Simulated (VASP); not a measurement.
A run of VASP 6.6.1 is set up as follows.

Contents of INCAR:

```
PREC     = Accurate       # precision mode
ENCUT    = 520            # plane-wave cutoff, eV
EDIFF    = 1E-7           # SCF threshold, eV
ISMEAR   = 0              # smearing method
SIGMA    = 0.05           # smearing width, eV
LREAL    = False          # projectors in reciprocal space
LASPH    = True           # aspherical terms in the spheres
NELM     = 100            # most SCF steps
ALGO     = Normal         # electronic algorithm
ISIF     = 2              # what is computed and relaxed
LWAVE    = False          # write WAVECAR
LCHARG   = False          # write CHGCAR
GGA      = CA             # functional
NBANDS   = 16             # bands
```

The input KPOINTS:

```
regular mesh
0
Gamma
  9 9 6
```

POSCAR

```
AlN
1.0
    3.1401951683      0.0000000000      0.0000000000
   -1.5700975842      2.7194887886      0.0000000000
    0.0000000000      0.0000000000      5.0261421483
Al N
2 2
Direct
    0.3333333333      0.6666666667      0.0015210182
    0.6666666667      0.3333333333      0.5015210182
    0.3333333333      0.6666666667      0.3834789818
    0.6666666667      0.3333333333      0.8834789818
```

Potentials or basis: VASP PAW LDA potentials, release 64 (Al, N).

The run is started by

```bash
$ cat potpaw_LDA.64/Al/POTCAR potpaw_LDA.64/N/POTCAR > POTCAR
$ mpirun -np 1 vasp_std > vasp.out
```

(1) Estimate the pressure.

(2) What does it give for the band gap on the k mesh?

Answers

(1) -9.0 GPa.

(2) 3.99 eV, direct.
